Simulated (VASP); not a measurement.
Input of a VASP 6.6.1 run:

INCAR

```
SYSTEM = Al5GaN6
PREC = Accurate
ENCUT = 520
EDIFF = 1E-7
ISMEAR = 0
SIGMA = 0.02
LREAL = .False.
LASPH = .True.
NELM = 100
ALGO = Normal
ISIF = 2
LWAVE = .False.
LCHARG = .True.
GGA = PE
LELF = .True.
LVHAR = .True.
NBANDS = 41
```

Contents of KPOINTS:

```
regular mesh
0
Gamma
  12 12 2
  0 0 0
```

Contents of POSCAR:

```
Al5GaN6
1.0
    3.1443458579      0.0000000000      0.0000000000
   -1.5721729290      2.7230833912      0.0000000000
    0.0000000000      0.0000000000     15.1794940652
Al N Ga
5 6 1
Direct
    0.3333333333      0.6666666667      0.3348573577
    0.6666666667      0.3333333333      0.1697529897
    0.3333333333      0.6666666667      0.6648807959
    0.6666666667      0.3333333333      0.4998640281
    0.6666666667      0.3333333333      0.8297440402
    0.3333333333      0.6666666667      0.1313763771
    0.6666666667      0.3333333333      0.2958199584
    0.3333333333      0.6666666667      0.4608431876
    0.6666666667      0.3333333333      0.6258477729
    0.3333333333      0.6666666667      0.7908722954
    0.6666666667      0.3333333333      0.9557348056
    0.3333333333      0.6666666667      1.0004063914
```

Potentials or basis: VASP PAW PBE potentials, release 64 (Al, N, Ga_d).

The run is started by

```sh
$ cat potpaw_PBE.64/Al/POTCAR potpaw_PBE.64/N/POTCAR potpaw_PBE.64/Ga_d/POTCAR > POTCAR
$ mpirun -np 1 vasp_std > vasp.out
```

(1) What does it give for the band gap on the k mesh?

(2) Predict the largest force.

(3) What does it give for the pressure?

Results:

(1) 3.30 eV.

(2) 0.024 eV/Å.

(3) -0.2 GPa.
